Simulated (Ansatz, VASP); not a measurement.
## One calculation of ZnO, two programs

File POSCAR:

```
ZnO
1.0
    3.4107585275      0.0000000000      0.0000000000
   -1.7053792637      2.9538035310      0.0000000000
    0.0000000000      0.0000000000      4.4502209796
Zn O
2 2
Direct
    0.3333333333      0.6666666667      0.2500000000
    0.6666666667      0.3333333333      0.7500000000
    0.6666666667      0.3333333333      0.2500000000
    0.3333333333      0.6666666667      0.7500000000
```

The input INCAR.step1:

```
ALGO = Normal ; EDIFF = 1E-4
ENCUT = 520 ; GGA = PE
ISMEAR = -1 ; LASPH = True
LCHARG = False ; LREAL = False
LWAVE = True ; NBANDS = 26
NELM = 100 ; PREC = Accurate
SIGMA = 0.03
```

Contents of INCAR.step2:

```
ALGO = Normal ; BPARAM = 11.95
CPARAM = 0.0093 ; EDIFF = 1E-6
ENCUT = 520 ; ISIF = 2
ISMEAR = -1 ; ISTART = 1
IVDW_NL = 2 ; LASPH = True
LCHARG = False ; LMIXTAU = True
LREAL = False ; LUSE_VDW = True
LWAVE = False ; METAGGA = R2SCAN
NBANDS = 26 ; NELM = 100
PREC = Accurate ; SIGMA = 0.03
```

File KPOINTS:

```
k-points
0
Gamma
  12 12 6
```

Input for Ansatz:

```yaml
crystal:
  lattice:
    - [3.4107585275, 0.0, 0.0]
    - [-1.7053792637, 2.953803531, 0.0]
    - [0.0, 0.0, 4.4502209796]
  atoms:
    - { symbol: Zn, position: [0.3333333333, 0.6666666667, 0.25] }
    - { symbol: Zn, position: [0.6666666667, 0.3333333333, 0.75] }
    - { symbol: O, position: [0.6666666667, 0.3333333333, 0.25] }
    - { symbol: O, position: [0.3333333333, 0.6666666667, 0.75] }
kpoints:
  mp_grid: { grid: [12, 12, 6] }
  band_path:
    path:
      - [0.0, 0.0, 0.0]
      - [0.5, 0.0, 0.0]
      - [0.3333333333, 0.3333333333, 0.0]
      - [0.0, 0.0, 0.5]
      - [0.5, 0.0, 0.5]
      - [0.3333333333, 0.3333333333, 0.5]
    npoints: 1
hamiltonian:
  xc: r2scan
  dispersion: rvv10
scf:
  occupations: { method: fermi_dirac, width: 0.03 }
  n_extra_bands: 5
output:
  forces: true
  stress: true
  eigenvalues: true
```

Alike in both runs: task single point; functional r2SCAN; dispersion rVV10; k mesh 12 × 12 × 6; occupations fermi-dirac, width 0.03 eV; no spin polarisation.

```csv
,VASP,Ansatz
version,VASP 6.6.1,Ansatz 0.2.0
potentials or method,"VASP PAW PBE potentials, release 64 (Zn, O)","plane waves, PAW"
plane-wave cutoff (eV),520,500
valence electrons in the cell,36,36
```

|  | VASP | Ansatz | Ansatz less VASP |
| --- | --- | --- | --- |
| gap on the k mesh at the Fermi level (eV) | 1.43 | 1.44 | +0.010 |
| pressure (GPa) | 1.3 | 0.0 | -1.25 |

VASP's potentials were made for PBE, not for r2SCAN.
